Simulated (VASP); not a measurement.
Crystal: CuI.

```
CELL_PARAMETERS angstrom
3.50375 -3.59315 0.00000
3.50375 3.59315 0.00000
0.00000 0.00000 4.32201
ATOMIC_POSITIONS crystal
Cu 0.41680 0.58320 0.75000
Cu 0.58320 0.41680 0.25000
I 0.77795 0.22205 0.75000
I 0.22205 0.77795 0.25000
```

Base run:

```yaml
Program: VASP 6.6.1
Functional: r2SCAN
Potentials_or_basis: VASP PAW PBE potentials, release 64 (Cu, I)
Cutoff: 520 eV
k_mesh: 6 × 6 × 6
Occupations: gaussian, width 0.01 eV
Spin: no spin polarisation
```

Its results: band gap on the k mesh 1.36 eV, direct; pressure 1.0 GPa; largest force 0.036 eV/Å.

Q: The run is repeated on the same cell with these changes: functional from r2SCAN to PBE; occupations from gaussian, width 0.01 eV to fermi-dirac, width 0.02 eV. What comes out?

A: Band gap on the k mesh 0.96 eV, direct; pressure 2.3 GPa; largest force 0.159 eV/Å.

Caveats: spin-orbit coupling is left out, which moves the levels of the heavy elements; the PAW data sets were made with another functional, which shifts forces and pressure a little (some runs).

A k mesh can miss the band edges.
